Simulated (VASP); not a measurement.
HfN:

```xyz
2
Lattice="0.0000 2.4548 2.4548 2.4548 0.0000 2.4548 2.4548 2.4548 0.0000" Properties=species:S:1:pos:R:3 pbc="T T T"
Hf    0.0000    0.0000    0.0000
N     1.2274    1.2274    1.2274
```

* Program: VASP 6.6.1
* Task: relaxation of cell and atoms
* Functional: BLYP
* Potentials or basis: VASP PAW PBE potentials, release 64 (Hf_pv, N)
* Cutoff: 600 eV
* k mesh: 9 × 9 × 9
* Occupations: fermi-dirac, width 0.05 eV
* Spin: no spin polarisation

At the start: pressure 5.5 GPa; volume 14.79 Å³/atom.

Q: Where does the relaxation end?

A: Over 3 steps the energy falls by 7.2 meV/atom and the volume is 15.23 Å³/atom (+2.9 %); space group F-43m (No. 216, to 0.05 Å).

The path:
| step | energy change (eV) | largest force (eV/Å) | pressure (GPa) | volume (Å³) |
| --- | --- | --- | --- | --- |
| 1 | 0.0000 | 0.0000 | 5.50 | 29.59 |
| 2 | 0.0180 | 0.0000 | -7.29 | 31.82 |
| 3 | -0.0144 | 0.0000 | -0.06 | 30.46 |

Final structure:
```yaml
crystal:
  lattice:
    - [0.00000, 2.47865, 2.47865]
    - [2.47865, 0.00000, 2.47865]
    - [2.47865, 2.47865, 0.00000]
  atoms:
    - { symbol: Hf, position: [0.00000, 0.00000, 0.00000] }
    - { symbol: N, position: [0.25000, 0.25000, 0.25000] }
```

Caveat: the PAW data sets were made with another functional, which shifts forces and pressure a little.
